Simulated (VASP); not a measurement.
Input of a VASP 6.6.1 run:

The input INCAR:

```
SYSTEM = AlSn
  PREC = Accurate
  ENCUT = 600
  EDIFF = 1E-7
  ISMEAR = -1
  SIGMA = 0.05
  LREAL = .False.
  LASPH = .True.
  NELM = 100
  ALGO = Normal
  ISIF = 3
  LWAVE = .False.
  LCHARG = .False.
  GGA = B5
  ALDAX = 1.0
  AGGAX = 1.0
  AGGAC = 1.0
  ALDAC = 0.0
  IBRION = 2
  NSW = 60
  EDIFFG = -0.01
```

The input KPOINTS:

```
regular mesh
0
Gamma
  7 7 8
  0 0 0
```

Contents of POSCAR:

```
AlSn
1.0
    4.1981056157      0.0000000000      0.0000000000
   -2.0990528078      3.6356661109      0.0000000000
    0.0000000000      0.0000000000      3.3068470000
Sn Al
1 1
Direct
    0.3333333333      0.6666666667      0.5000000000
    0.0000000000      0.0000000000      0.0000000000
```

Potentials or basis: VASP PAW PBE potentials, release 64 (Sn_d, Al).

Launch:

```bash
$ cat potpaw_PBE.64/Sn_d/POTCAR potpaw_PBE.64/Al/POTCAR > POTCAR
$ mpirun -np 1 vasp_std > vasp.out
```

**Question.** What does it give for the relaxed volume?

**Answer.** 27.46 Å³/atom.

**Question.** Predict the relaxed cell.

**Answer.** a = 4.326 Å, b = 4.326 Å, c = 3.388 Å, α = 90.00°, β = 90.00°, γ = 120.00°.

**Question.** What does it give for the space group after relaxing (to 0.05 Å)?

**Answer.** P-6m2 (No. 187).

Final structure:
```
Sn Al
1.0
     4.32589    0.00000    0.00000
    -2.16295    3.74633    0.00000
     0.00000    0.00000    3.38842
Sn Al
1 1
Direct
  0.33333 0.66667 0.50000
  0.00000 0.00000 0.00000
```

Caveat: the PAW data sets were made with another functional, which shifts forces and pressure a little.
